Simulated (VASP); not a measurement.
# Al in VASP: notebook, part 2 of 2

VASP 6.6.1. Earlier steps stand in the parts before.

## Step 5: Single point, r2SCAN

This run uses another cell than the first one, of 16.93 Å³/atom, 1.020 times its volume.

The input, POSCAR:

```
Al
1.0
    0.0000000000      2.0382146954      2.0382146954
    2.0382146954      0.0000000000      2.0382146954
    2.0382146954      2.0382146954      0.0000000000
Al
1
Direct
    0.0000000000      0.0000000000      0.0000000000
```

The input, INCAR.step1:

```
  PREC = Accurate
  ENCUT = 520
  ISMEAR = -1
  SIGMA = 0.05
  LREAL = False
  LASPH = True
  NELM = 60
  NBANDS = 8
  GGA = PE
  ALGO = Normal
  EDIFF = 1E-4
  LWAVE = True
  LCHARG = False
```

The input, INCAR.step2:

```
  PREC = Accurate
  ENCUT = 520
  EDIFF = 1E-6
  ISMEAR = -1
  SIGMA = 0.05
  LREAL = False
  LASPH = True
  NELM = 60
  ALGO = Normal
  ISIF = 2
  LWAVE = False
  LCHARG = False
  METAGGA = R2SCAN
  LMIXTAU = True
  NBANDS = 8
  ISTART = 1
```

The input, KPOINTS:

```
Automatic mesh
0
Gamma
  11 11 11
```

Potentials or basis: VASP PAW PBE potentials, release 64 (Al).

Launch:

```console
> cat potpaw_PBE.64/Al/POTCAR > POTCAR
> cp INCAR.step1 INCAR
> mpirun -np 1 vasp_std > vasp.out
> cp INCAR.step2 INCAR
> mpirun -np 1 vasp_std > vasp.out
```

OUTCAR:

```text
PREC = Accurate
   ENCUT = 520
   EDIFF = 1E-6
   ISMEAR = -1
   LREAL = False
   LASPH = True
   NELM = 60
   ISIF = 2
   METAGGA = R2SCAN
   ISTART = 1

 ion  position               nearest neighbor table
   1  0.000  0.000  0.000-

  LATTYP: Found a face centered cubic cell.
 ALAT       =     4.0764293908

  Lattice vectors:

 A1 = (   0.0000000000,   2.0382146954,   2.0382146954)
 A2 = (   2.0382146954,   0.0000000000,   2.0382146954)
 A3 = (   2.0382146954,   2.0382146954,   0.0000000000)

Analysis of symmetry for initial positions (statically):
=====================================================================
 Subroutine PRICEL returns:
 Original cell was already a primitive cell.

 Routine SETGRP: Setting up the symmetry group for a
 face centered cubic supercell.

 Subroutine GETGRP returns: Found 48 space group operations
[... 9 lines left out ...]

 Routine SETGRP: Setting up the symmetry group for a
 face centered cubic supercell.

 Subroutine GETGRP returns: Found 48 space group operations
 (whereof 48 operations were pure point group operations)
 out of a pool of 48 trial point group operations.

The dynamic configuration has the point symmetry O_h .

 Subroutine INISYM returns: Found 48 space group operations
 (whereof 48 operations are pure point group operations),
 and found     1 'primitive' translations

----------------------------------------------------------------------------------------

                                     Primitive cell

  volume of cell :      16.9348

  direct lattice vectors                    reciprocal lattice vectors
     0.000000000  2.038214695  2.038214695    -0.245312724  0.245312724  0.245312724
     2.038214695  0.000000000  2.038214695     0.245312724 -0.245312724  0.245312724
     2.038214695  2.038214695  0.000000000     0.245312724  0.245312724 -0.245312724

  length of vectors
     2.882470865  2.882470865  2.882470865     0.424894103  0.424894103  0.424894103

  position of ions in fractional coordinates (direct lattice)
     0.000000000  0.000000000  0.000000000

  ion indices of the primitive-cell ions
   primitive index   ion index
                 1           1

----------------------------------------------------------------------------------------

 KPOINTS: Automatic mesh

Automatic generation of k-mesh.
 Grid dimensions read from file:
 generate k-points for:   11   11   11

 Generating k-lattice:

  Cartesian coordinates                     Fractional coordinates (reciprocal lattice)
    -0.022301157  0.022301157  0.022301157     0.090909091  0.000000000  0.000000000
     0.022301157 -0.022301157  0.022301157     0.000000000  0.090909091  0.000000000
     0.022301157  0.022301157 -0.022301157     0.000000000  0.000000000  0.090909091

  Length of vectors
     0.038626737  0.038626737  0.038626737

  Shift w.r.t. Gamma in fractional coordinates (k-lattice)
     0.000000000  0.000000000  0.000000000

 Subroutine IBZKPT returns following result:
 ===========================================

 Found     56 irreducible k-points:

 Following reciprocal coordinates:
            Coordinates               Weight
  0.000000  0.000000  0.000000      1.000000
  0.090909  0.000000  0.000000      8.000000
  0.181818  0.000000  0.000000      8.000000
  0.272727  0.000000  0.000000      8.000000
  0.363636  0.000000  0.000000      8.000000
  0.454545  0.000000  0.000000      8.000000
[... 16 lines left out ...]
 -0.272727  0.181818  0.000000     24.000000
 -0.181818  0.181818  0.000000     12.000000
 [... further k-points ...]
   k-points           NKPTS =     56   k-points in BZ     NKDIM =     56   number of bands    NBANDS=      8
   number of dos      NEDOS =    301   number of ions     NIONS =      1
   total plane-waves  NPLWV =  13824
   dimension x,y,z NGX =    24 NGY =   24 NGZ =   24
   dimension x,y,z NGXF=    48 NGYF=   48 NGZF=   48
   ions per type =               1
   NGX,Y,Z   is equivalent  to a cutoff of  13.84, 13.84, 13.84 a.u.
   NGXF,Y,Z  is equivalent  to a cutoff of  27.68, 27.68, 27.68 a.u.
 SYSTEM =  unknown system
   PREC   = accura    normal or accurate (medium, high low for compatibility)
   ISTART =      1    job   : 0-new  1-cont  2-samecut
   ICHARG =      0    charge: 1-file 2-atom 10-const
   ISPIN  =      1    spin polarized calculation?
   LNONCOLLINEAR =      F non collinear calculations
   LSORBIT =      F    spin-orbit coupling
   LASPH  =      T    aspherical Exc in radial PAW
   ENCUT  =  520.0 eV  38.22 Ry    6.18 a.u.   5.36  5.36  5.36*2*pi/ulx,y,z
   NELM   =     60;   NELMIN=  2; NELMDL=  0     # of ELM steps
   EDIFF  = 0.1E-05   stopping-criterion for ELM
   LREAL  =      F    real-space projection
   EDIFFG = 0.1E-04   stopping-criterion for IOM
   NSW    =      0    number of steps for IOM
   IBRION =     -1    ionic relax: 0-MD 1-quasi-New 2-CG
   NFREE  =      0    steps in history (QN), initial steepest desc. (CG)
   ISIF   =      2    stress and relaxation
   ISYM   =      2    0-nonsym 1-usesym 2-fastsym
   POTIM  = 0.5000    time-step for ionic-motion
   TEBEG  =    0.0;   TEEND  =   0.0 temperature during run
   PSTRESS=    0.0 pullay stress
   NELECT =       3.0000    total number of electrons
   NUPDOWN=      -1.0000    fix difference up-down
   EMIN   =  10.00;   EMAX   =-10.00  energy-range for DOS
   EFERMI =   0.00;   METHOD = LEGACY
   ISMEAR =    -1;   SIGMA  =   0.05  broadening in eV -4-tet -1-fermi 0-gaus
   EFERMI_NEDOS =   21; number of points for ismear=-14 and -15
   IALGO  =     38    algorithm
   IMIX   =      4    mixing-type and parameters
     AMIX     =   0.40;   BMIX     =  1.00
     AMIX_MAG =   1.60;   BMIX_MAG =  1.00
  volume/ion in A,a.u.               =      16.93       114.28
  Fermi-wavevector in a.u.,A,eV,Ry     =   0.919437  1.737484 11.501882  0.845364
  Thomas-Fermi vector in A             =   2.044631
   LORBIT       =      0    0 simple, 1 ext, 2 COOP (PROOUT), +10 PAW based schemes
   METAGGA = R2SCAN    functional components
   LHFCALC =     F    Hartree Fock is set to
   AEXX    =    0.0000 exact exchange contribution
   IVDW    =     0    specifies the selected vdW correction
   LEPSILON=     F    determine dielectric tensor
   LRPA    =     F    only Hartree local field effects (RPA)
 non-spin polarized calculation
  energy-cutoff  :      520.00
  volume of cell :       16.93
 maximum number of plane-waves:       470
 NGX is ok and might be reduce to    24
   NGX = 11   NGY = 11   NGZ = 11

 number of electron       3.0000000 magnetization

 Free energy of the ion-electron system (eV)
  ---------------------------------------------------
  ext. energy  EPLUGINS =         0.00000000
  ---------------------------------------------------
  free energy    TOTEN  =        -6.72880919 eV

  energy without entropy =       -6.72494508  energy(sigma->0) =       -6.72687713

 E-fermi :   7.7530     XC(G=0): -10.8116

 val. band max:        7.7180125190   @ k =  -0.4545   0.3636   0.0000
 cond. band min:       7.7858725952   @ k =   0.4545   0.1818   0.0909
 fundamental gap:      0.0678600762
 Fermi energy:         7.7530181672

 k-point     1 :       0.0000    0.0000    0.0000
  band No.  band energies     occupation
      1      -3.9082      2.00000
      2      20.9277      0.00000
      3      20.9277      0.00000
      4      20.9277      0.00000
      5      22.6135      0.00000
      6      22.6135      0.00000
      7      22.6135      0.00000
      8      24.9243      0.00000

 k-point     2 :       0.0909    0.0000    0.0000
  band No.  band energies     occupation
      1      -3.6733      2.00000
      2      17.9025      0.00000
      3      20.2904      0.00000
      4      20.2904      0.00000
      5      23.2570      0.00000
      6      23.6095      0.00000
      7      23.6096      0.00000
      8      26.8917      0.00000

 k-point     3 :       0.1818    0.0000    0.0000
  band No.  band energies     occupation
      1      -2.9707      2.00000
      2      14.0801      0.00000
      3      19.5384      0.00000
      4      19.5384      0.00000
      5      23.0026      0.00000
      6      24.4500      0.00000
      7      24.4500      0.00000
      8      25.9659      0.00000
[... 210 lines left out ...]
 k-point    23 :      -0.2727    0.1818    0.0000
  band No.  band energies     occupation
      1       0.0356      2.00000
      2       8.9453      0.00000
      3      12.5387      0.00000
      4      18.5401      0.00000
      5      20.6257      0.00000
      6      23.6898      0.00000
      7      26.2483      0.00000
      8      26.7860      0.00000

 k-point    24 :      -0.1818    0.1818    0.0000
  band No.  band energies     occupation
      1      -1.4213      2.00000
      2      11.7354      0.00000
      3      13.3203      0.00000
      4      20.2062      0.00000
      5      22.3233      0.00000
      6      23.3489      0.00000
      7      24.6231      0.00000
      8      25.5873      0.00000

 [... further k-points ...]
[... 5 lines left out ...]
  --------------------------------------------------------------------------------------
  -------------------------------------------------------------------------------------
  Total       -0.5358130     -0.5358130     -0.5358130     -0.0000000      0.0000000     -0.0000000
  in kB      -50.6925356    -50.6925356    -50.6925356     -0.0000000      0.0000000     -0.0000000
  external PRESSURE =     -50.6925356 kB  Pullay stress =       0.0000000 kB

 VOLUME and BASIS-vectors are now :
 -----------------------------------------------------------------------------
  energy-cutoff  :      520.00
  volume of cell :       16.93
      direct lattice vectors                 reciprocal lattice vectors
     0.000000000  2.038214695  2.038214695    -0.245312724  0.245312724  0.245312724
     2.038214695  0.000000000  2.038214695     0.245312724 -0.245312724  0.245312724
     2.038214695  2.038214695  0.000000000     0.245312724  0.245312724 -0.245312724

 POSITION                                       TOTAL-FORCE (eV/Angst)
 -----------------------------------------------------------------------------------
      0.00000      0.00000      0.00000        -0.000000     -0.000000      0.000000
 -----------------------------------------------------------------------------------
    total drift:                               -0.000000      0.000000     -0.000000

  FREE ENERGIE OF THE ION-ELECTRON SYSTEM (eV)
  ---------------------------------------------------
  free  energy   TOTEN  =        -6.7288091905 eV

  energy  without entropy=       -6.7249450781  energy(sigma->0) =       -6.72687713
```

OSZICAR.step1:

```text
N       E                     dE             d eps       ncg     rms          rms(c)
DAV:   1    -0.230976546277E+01   -0.23098E+01   -0.88627E+02   896   0.206E+02
DAV:   2    -0.376907844574E+01   -0.14593E+01   -0.14456E+01  1304   0.187E+01
DAV:   3    -0.377523361628E+01   -0.61552E-02   -0.61502E-02  1184   0.137E+00
DAV:   4    -0.377524949951E+01   -0.15883E-04   -0.15884E-04  1360   0.599E-02
DAV:   5    -0.377524953596E+01   -0.36446E-07   -0.35092E-07  1216   0.145E-03    0.126E+00
DAV:   6    -0.376248819361E+01    0.12761E-01   -0.17762E-03  1176   0.200E-01    0.732E-01
DAV:   7    -0.375319030509E+01    0.92979E-02   -0.53058E-03  1176   0.325E-01    0.143E-01
DAV:   8    -0.375318434533E+01    0.59598E-05   -0.14233E-05  1168   0.268E-02
   1 F= -.37531843E+01 E0= -.37511636E+01  d E =-.404141E-02
```

Run time: 11 s. Hardware: 1 thread of Intel Xeon 6975P-C (Granite Rapids), shared host; peak memory 0.13 GiB.

What came out:

* Free energy: -6.7288 eV
* Pressure: -5.1 GPa

Levels at points of the mesh, in eV from the Fermi level:
| k point | band 1 | band 2 | band 3 | band 4 |
| --- | --- | --- | --- | --- |
| (0.00, 0.00, 0.00) | -11.66 | 13.17 | 13.17 | 13.17 |

Caveat: the PAW data sets were made with another functional, which shifts forces and pressure a little.

## Step 6: Summary

| level | cell | k mesh | gap on the mesh (eV) | pressure (GPa) |
| --- | --- | --- | --- | --- |
| PBE | a = 2.864, b = 2.864, c = 2.921 Å, angles 59.3, 59.3, 58.7°, 1 atom | 10 × 10 × 10 | none | -0.4 |
| r2SCAN+D3(BJ) | a = 2.864 Å, angles 60.0°, 1 atom | 11 × 11 × 11 | none | -5.2 |
| r2SCAN+D3(BJ) | a = 2.882 Å, angles 60.0°, 1 atom | 11 × 11 × 11 | none | -6.6 |
| r2SCAN | a = 2.882 Å, angles 60.0°, 1 atom | 11 × 11 × 11 | none | -5.1 |

Alike in all rows: task single point; potentials or basis VASP PAW PBE potentials, release 64 (Al); no spin polarisation; cutoff (eV) 520; smearing fermi-dirac 0.05 eV.

Caveats: the PAW data sets were made with another functional, which shifts forces and pressure a little (some runs); pairwise dispersion overbinds metals, which lowers pressure and volume (some runs).

Total energies depend on the potentials used, so only differences within one code and one set of settings carry meaning.
